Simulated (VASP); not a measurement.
# In4Ru (Im-3m) in VASP: a series of runs

Runs on In4Ru. Level: PBE. Tasks: single point.

All numbers are computed with VASP 6.6.1; they aren't measurements. Logs are shortened: lines on timing, memory, paths and dates and some standing lists are left out, and cuts for length are marked.

**1. The cell of the first run**

The structure is cubic, space group Im-3m (No. 229). The conventional cell has a = 6.151 Å, b = 6.151 Å, c = 6.151 Å, α = 90.00°, β = 90.00°, γ = 90.00°. In (site symmetry -3m) has 2 Ru at 2.66 Å and 6 In at 3.08 Å within 3.5 Å. Within 3.5 Å of Ru (site symmetry m-3m) lie 8 In at 2.66 Å.

The cell was built from a structure type or drawn by symmetry, and may not be a known phase.

**2. Single point, PBE**

INCAR

```
SYSTEM = In4Ru
  PREC = Accurate
  ENCUT = 520
  EDIFF = 1E-7
  ISMEAR = 0
  SIGMA = 0.1
  LREAL = .FALSE.
  LASPH = .TRUE.
  NELM = 100
  ALGO = Normal
  ISIF = 2
  LWAVE = .FALSE.
  LCHARG = .FALSE.
  GGA = PE
  NBANDS = 41
```

KPOINTS

```
regular mesh
0
G
  4 4 4
  0 0 0
```

POSCAR

```
In4Ru
1.0
   -3.0753658700      3.0753658700      3.0753658700
    3.0753658700     -3.0753658700      3.0753658700
    3.0753658700      3.0753658700     -3.0753658700
In Ru
4 1
Direct
    0.0000000000      0.0000000000      0.5000000000
    0.5000000000      0.0000000000      0.0000000000
    0.0000000000      0.5000000000      0.0000000000
    0.5000000000      0.5000000000      0.5000000000
    0.0000000000      0.0000000000      0.0000000000
```

Potentials or basis: VASP PAW PBE potentials, release 64 (In_d, Ru_pv).

Launch:

```bash
$ cat potpaw_PBE.64/In_d/POTCAR potpaw_PBE.64/Ru_pv/POTCAR > POTCAR
$ mpirun -np 1 vasp_std > vasp.out
```

OUTCAR:

```text
SYSTEM = In4Ru
   PREC = Accurate
   ENCUT = 520
   EDIFF = 1E-7
   ISMEAR = 0
   LREAL = .FALSE.
   LASPH = .TRUE.
   NELM = 100
   ISIF = 2
   GGA = PE

 ion  position               nearest neighbor table
   1  0.000  0.000  0.500-   5 2.66   5 2.66   4 3.08   2 3.08   3 3.08   3 3.08   2 3.08   4 3.08

   2  0.500  0.000  0.000-   5 2.66   5 2.66   4 3.08   1 3.08   4 3.08   3 3.08   1 3.08   3 3.08

   3  0.000  0.500  0.000-   5 2.66   5 2.66   4 3.08   1 3.08   2 3.08   1 3.08   4 3.08   2 3.08

   4  0.500  0.500  0.500-   5 2.66   5 2.66   3 3.08   1 3.08   2 3.08   3 3.08   1 3.08   2 3.08

   5  0.000  0.000  0.000-   1 2.66   2 2.66   3 2.66   4 2.66   1 2.66   3 2.66   2 2.66   4 2.66

  LATTYP: Found a body centered cubic cell.
 ALAT       =     6.1507317400

  Lattice vectors:

 A1 = (  -3.0753658700,   3.0753658700,   3.0753658700)
 A2 = (   3.0753658700,  -3.0753658700,   3.0753658700)
 A3 = (   3.0753658700,   3.0753658700,  -3.0753658700)

Analysis of symmetry for initial positions (statically):
=====================================================================
 Subroutine PRICEL returns:
 Original cell was already a primitive cell.

 Routine SETGRP: Setting up the symmetry group for a
 body centered cubic supercell.

 Subroutine GETGRP returns: Found 48 space group operations
 (whereof 48 operations were pure point group operations)
 out of a pool of 48 trial point group operations.

The static configuration has the point symmetry O_h .

Analysis of symmetry for dynamics (positions and initial velocities):
=====================================================================
 Subroutine PRICEL returns:
 Original cell was already a primitive cell.

 Routine SETGRP: Setting up the symmetry group for a
 body centered cubic supercell.

 Subroutine GETGRP returns: Found 48 space group operations
 (whereof 48 operations were pure point group operations)
 out of a pool of 48 trial point group operations.

The dynamic configuration has the point symmetry O_h .

 Subroutine INISYM returns: Found 48 space group operations
 (whereof 48 operations are pure point group operations),
 and found     1 'primitive' translations

----------------------------------------------------------------------------------------

[... 79 lines left out ...]
   ENCUT  =  520.0 eV  38.22 Ry    6.18 a.u.   9.90  9.90  9.90*2*pi/ulx,y,z
   NELM   =    100;   NELMIN=  2; NELMDL= -5     # of ELM steps
   EDIFF  = 0.1E-06   stopping-criterion for ELM
   LREAL  =      F    real-space projection
   EDIFFG = 0.1E-05   stopping-criterion for IOM
   NSW    =      0    number of steps for IOM
   IBRION =     -1    ionic relax: 0-MD 1-quasi-New 2-CG
   NFREE  =      0    steps in history (QN), initial steepest desc. (CG)
   ISIF   =      2    stress and relaxation
   ISYM   =      2    0-nonsym 1-usesym 2-fastsym
   POTIM  = 0.5000    time-step for ionic-motion
   TEBEG  =    0.0;   TEEND  =   0.0 temperature during run
   PSTRESS=    0.0 pullay stress
   NELECT =      66.0000    total number of electrons
   NUPDOWN=      -1.0000    fix difference up-down
   EMIN   =  10.00;   EMAX   =-10.00  energy-range for DOS
   EFERMI =   0.00;   METHOD = LEGACY
   ISMEAR =     0;   SIGMA  =   0.10  broadening in eV -4-tet -1-fermi 0-gaus
   EFERMI_NEDOS =   21; number of points for ismear=-14 and -15
   IALGO  =     38    algorithm
   IMIX   =      4    mixing-type and parameters
     AMIX     =   0.40;   BMIX     =  1.00
     AMIX_MAG =   1.60;   BMIX_MAG =  1.00
  volume/ion in A,a.u.               =      23.27       157.03
  Fermi-wavevector in a.u.,A,eV,Ry     =   1.355208  2.560972 24.988314  1.836589
  Thomas-Fermi vector in A             =   2.482315
   LORBIT       =      0    0 simple, 1 ext, 2 COOP (PROOUT), +10 PAW based schemes
   GGA     = PE    functional components
   LHFCALC =     F    Hartree Fock is set to
   AEXX    =    0.0000 exact exchange contribution
   IVDW    =     0    specifies the selected vdW correction
   LEPSILON=     F    determine dielectric tensor
   LRPA    =     F    only Hartree local field effects (RPA)
 non-spin polarized calculation
 Gauss-broadening in eV      SIGMA  =   0.10
  energy-cutoff  :      520.00
  volume of cell :      116.35
 maximum number of plane-waves:      3151
   NGX = 19   NGY = 19   NGZ = 19

 number of electron      65.9999975 magnetization

 Free energy of the ion-electron system (eV)
  ---------------------------------------------------
  ext. energy  EPLUGINS =         0.00000000
  ---------------------------------------------------
  free energy    TOTEN  =       -19.42626491 eV

  energy without entropy =      -19.40753220  energy(sigma->0) =      -19.41689856

 E-fermi :   8.2916     XC(G=0): -10.6473

 val. band max:        8.1902194159   @ k =   0.2500   0.0000   0.0000
 cond. band min:       8.3004451832   @ k =   0.5000   0.5000   0.2500
 fundamental gap:      0.1102257673
 Fermi energy:         8.2915588339

 k-point     1 :       0.0000    0.0000    0.0000
  band No.  band energies     occupation
      1     -34.1929      2.00000
      2     -34.1929      2.00000
      3     -34.1929      2.00000
      4      -6.9261      2.00000
      5      -6.9261      2.00000
      6      -6.7804      2.00000
[... 341 lines left out ...]
     40      14.6712      0.00000
     41      14.6712      0.00000

------------------------ aborting loop because EDIFF is reached ----------------------------------------

  FORCE on cell =-STRESS in cart. coord.  units (eV):
  Direction    XX          YY          ZZ          XY          YZ          ZX
  --------------------------------------------------------------------------------------
  -------------------------------------------------------------------------------------
  Total        3.8581078      3.8581078      3.8581078      0.0000000     -0.0000000      0.0000000
  in kB       53.1293587     53.1293587     53.1293587      0.0000000     -0.0000000      0.0000000
  external PRESSURE =      53.1293587 kB  Pullay stress =       0.0000000 kB

 VOLUME and BASIS-vectors are now :
 -----------------------------------------------------------------------------
  energy-cutoff  :      520.00
  volume of cell :      116.35
      direct lattice vectors                 reciprocal lattice vectors
    -3.075365870  3.075365870  3.075365870     0.000000000  0.162582282  0.162582282
     3.075365870 -3.075365870  3.075365870     0.162582282  0.000000000  0.162582282
     3.075365870  3.075365870 -3.075365870     0.162582282  0.162582282  0.000000000

 POSITION                                       TOTAL-FORCE (eV/Angst)
 -----------------------------------------------------------------------------------
      1.53768      1.53768     -1.53768         0.000000     -0.000000     -0.000000
     -1.53768      1.53768      1.53768        -0.000000      0.000000      0.000000
      1.53768     -1.53768      1.53768         0.000000      0.000000     -0.000000
      1.53768      1.53768      1.53768        -0.000000     -0.000000      0.000000
      0.00000      0.00000      0.00000         0.000000      0.000000      0.000000
 -----------------------------------------------------------------------------------
    total drift:                                0.000000     -0.000000      0.000000

  FREE ENERGIE OF THE ION-ELECTRON SYSTEM (eV)
  ---------------------------------------------------
  free  energy   TOTEN  =       -19.4262649071 eV

  energy  without entropy=      -19.4075322050  energy(sigma->0) =      -19.41689856
```

OSZICAR:

```text
N       E                     dE             d eps       ncg     rms          rms(c)
DAV:   1     0.791017464543E+03    0.79102E+03   -0.31848E+04   656   0.226E+03
DAV:   2     0.670491016848E+02   -0.72397E+03   -0.70730E+03   656   0.580E+02
DAV:   3    -0.163580668854E+02   -0.83407E+02   -0.80887E+02   727   0.215E+02
[... 11 lines left out ...]
DAV:  15    -0.194262650644E+02    0.12229E-05   -0.66312E-06   850   0.203E-02    0.259E-02
DAV:  16    -0.194262654509E+02   -0.38642E-06   -0.18556E-06   862   0.947E-03    0.194E-02
DAV:  17    -0.194262652138E+02    0.23709E-06   -0.44115E-07   596   0.630E-03    0.389E-03
DAV:  18    -0.194262649814E+02    0.23241E-06   -0.12646E-07   457   0.348E-03    0.176E-03
DAV:  19    -0.194262649071E+02    0.74298E-07   -0.53069E-08   342   0.142E-03
   1 F= -.19426265E+02 E0= -.19416899E+02  d E =-.187327E-01
```

stdout:

```text
POSCAR found type information on POSCAR InRu
 POSCAR found :  2 types and       5 ions
 scaLAPACK will be used
 LDA part: xc-table for (Slater+PW92), standard interpolation
 POSCAR, INCAR and KPOINTS ok, starting setup
 FFT: planning ... GRIDC
 FFT: planning ... GRID_SOFT
 FFT: planning ... GRID
 WAVECAR not read
 entering main loop
```

Wall time 1.9 min (1 thread of AMD EPYC, shared host); peak memory 0.21 GiB.

What came out:

```yaml
Free_energy: -19.4263 eV
Pressure: 5.3 GPa
Band_gap_on_the_k_mesh: zero (bands 33 and 34 overlap by 3.59 eV)
```

Levels at points of the mesh, in eV from the Fermi level:
| k point | band 31 | band 32 | band 33 | band 34 | band 35 | band 36 |
| --- | --- | --- | --- | --- | --- | --- |
| (0.00, 0.00, 0.00) | -1.48 | -1.48 | -1.04 | -1.04 | -1.04 | 1.44 |
| (0.50, 0.00, 0.00) | -2.18 | -1.89 | 0.25 | 0.33 | 1.18 | 2.26 |
| (0.50, 0.50, 0.50) | -3.08 | -3.08 | -0.48 | -0.48 | 1.97 | 3.33 |

Caveat: the k points lie up to 0.36 Å⁻¹ apart, too coarse for converged energies and pressures of a metal; spin-orbit coupling is left out, which moves the levels of the heavy elements.

**3. Single point, PBE**

This run uses another cell than the first one, of 24.79 Å³/atom.

INCAR

```
SYSTEM = In4Ru
PREC = Accurate
ENCUT = 520
EDIFF = 1E-7
ISMEAR = 0
SIGMA = 0.1
LREAL = .False.
LASPH = .True.
NELM = 100
ALGO = Normal
ISIF = 2
LWAVE = .False.
LCHARG = .False.
GGA = PE
NBANDS = 41
```

KPOINTS

```
regular mesh
0
Gamma
  4 4 4
  0 0 0
```

Edit POSCAR of step 2 so:

```diff
@@ -2,5 +2,5 @@
 1.0
-   -3.0753658700      3.0753658700      3.0753658700
-    3.0753658700     -3.0753658700      3.0753658700
-    3.0753658700      3.0753658700     -3.0753658700
+   -3.1409718039      3.1409718039      3.1409718039
+    3.1409718039     -3.1409718039      3.1409718039
+    3.1409718039      3.1409718039     -3.1409718039
 In Ru
```

Potentials or basis: VASP PAW PBE potentials, release 64 (In_d, Ru_pv).

Launch:

```bash
$ cat potpaw_PBE.64/In_d/POTCAR potpaw_PBE.64/Ru_pv/POTCAR > POTCAR
$ mpirun -np 1 vasp_std > vasp.out
```

Run time: 1.8 min. Hardware: 1 thread of AMD EPYC, shared host; peak memory 0.22 GiB.

The run converged. Its results:

| Quantity | Value |
| --- | --- |
| Free energy | -19.5446 eV |
| Pressure | -0.1 GPa |
| Band gap on the k mesh | zero (bands 33 and 34 overlap by 3.38 eV) |

Levels at points of the mesh, in eV from the Fermi level:
```
           k point  band 29  band 30  band 31  band 32  band 33  band 34  band 35  band 36  band 37  band 38
(0.00, 0.00, 0.00)    -1.63    -1.41    -1.41    -1.41    -0.93    -0.93    -0.93     1.15     1.15     1.15
(0.50, 0.00, 0.00)    -2.57    -2.13    -2.03    -1.76     0.22     0.22     1.11     2.12     2.48     3.48
(0.50, 0.50, 0.50)    -4.17    -2.88    -2.88    -2.88    -0.44    -0.44     1.42     3.14     3.14     3.14
```

Caveat: spin-orbit coupling is left out, which moves the levels of the heavy elements.
